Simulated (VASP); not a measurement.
A run of VASP 6.6.1 is set up as follows.

The input INCAR:

```
SYSTEM = HfSi7
PREC = Accurate
ENCUT = 520
EDIFF = 1E-7
ISMEAR = 0
SIGMA = 0.1
LREAL = .FALSE.
LASPH = .TRUE.
NELM = 100
ALGO = Normal
ISIF = 2
LWAVE = .FALSE.
LCHARG = .FALSE.
GGA = PS
NBANDS = 29
```

KPOINTS

```
Automatic mesh
0
Gamma
  6 6 6
  0.5 0.5 0.5
```

The input POSCAR:

```
HfSi7
1.0
    5.5952415373      0.0000000000      0.0000000000
    0.0000000000      5.5952415373      0.0000000000
    0.0000000000      0.0000000000      5.5952415373
Hf Si
1 7
Direct
    0.0000000000      0.0000000000      0.0000000000
    0.2649317722      0.2649317722      0.2649317722
    0.0000000000      0.5000000000      0.5000000000
    0.5000000000      0.5000000000      0.0000000000
    0.5000000000      0.0000000000      0.5000000000
    0.7350682278      0.2649317722      0.7350682278
    0.7350682278      0.7350682278      0.2649317722
    0.2649317722      0.7350682278      0.7350682278
```

Potentials or basis: VASP PAW PBE potentials, release 64 (Hf_pv, Si).

Command:

```sh
$ cat potpaw_PBE.64/Hf_pv/POTCAR potpaw_PBE.64/Si/POTCAR > POTCAR
$ mpirun -np 1 vasp_std > vasp.out
```

Estimate the band gap on the k mesh.

0.21 eV (least direct gap 0.74 eV).

Predict the pressure.

0.2 GPa.

What does it give for the largest force?

0.004 eV/Å.

Forces in eV/Å, atoms in the order of the input:
```
Hf   0.000  0.000  0.000
Si   0.002  0.002  0.002
Si   0.000  0.000  0.000
Si   0.000  0.000  0.000
Si   0.000  0.000  0.000
Si  -0.002  0.002 -0.002
Si  -0.002 -0.002  0.002
Si   0.002 -0.002 -0.002
```

Caveat: the PAW data sets were made with another functional, which shifts forces and pressure a little; spin-orbit coupling is left out, which moves the levels of the heavy elements; a shifted mesh leaves out Γ, where band edges can lie. A k mesh can miss the band edges.
